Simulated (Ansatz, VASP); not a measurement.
**One calculation of Ni, two programs**

The input INCAR:

```
ALGO = Normal
EDIFF = 1E-6
ENCUT = 520
GGA = PS
ISIF = 2
ISMEAR = 0
ISPIN = 2
LASPH = True
LCHARG = True
LELF = True
LMAXMIX = 4
LORBIT = 11
LREAL = False
LVHAR = True
LWAVE = False
MAGMOM = 0.65
NBANDS = 15
NELM = 150
PREC = Accurate
SIGMA = 0.1
```

KPOINTS

```
k-points
0
Gamma
  20 20 20
```

Contents of POSCAR:

```
Ni
1.0
   -1.3961573847      1.3961573847      1.3961573847
    1.3961573847     -1.3961573847      1.3961573847
    1.3961573847      1.3961573847     -1.3961573847
Ni
1
Direct
    0.0000000000      0.0000000000      0.0000000000
```

Input for Ansatz:

```yaml
crystal:
  lattice:
    - [-1.3961573847, 1.3961573847, 1.3961573847]
    - [1.3961573847, -1.3961573847, 1.3961573847]
    - [1.3961573847, 1.3961573847, -1.3961573847]
  atoms:
    - { symbol: Ni, position: [0.0, 0.0, 0.0], spin: 0.65 }
basis:
  ecutwfc: 420
kpoints:
  mp_grid: { grid: [20, 20, 20] }
hamiltonian:
  xc: pbesol
scf:
  occupations: { method: gaussian, width: 0.1 }
output:
  forces: true
  stress: true
  eigenvalues: true
  populations: true
magnetization:
  spin_polarized: true
```

Alike in both runs: task single point; functional PBEsol; k mesh 20 × 20 × 20; occupations gaussian, width 0.1 eV; collinear spin.

|  | VASP | Ansatz |
| --- | --- | --- |
| version | VASP 6.6.1 | Ansatz 0.2.0 |
| potentials or method | VASP PAW PBE potentials, release 64 (Ni), cutoff 520 eV | scalar-relativistic, plane waves, PAW |
| valence electrons in the cell | 10 | 18 |

```tsv
	VASP	Ansatz	Ansatz less VASP
gap on the k mesh at the Fermi level (eV)	none	none	-
pressure (GPa)	-7.9	-7.9	+0.01
net moment per atom (μB)	0.56	0.57	+0.008
size of the moment on the site where the two differ most (μB)	0.57	0.60	+0.030
```

VASP's potentials were made for PBE, not for PBEsol. Site moments also hang on the region over which each program counts them. A gap of «none» marks a metal or a gap that the smearing closes. VASP's potentials hold 10 valence electrons a cell and Ansatz's 18, so a difference there can come from the potentials and not from the codes.
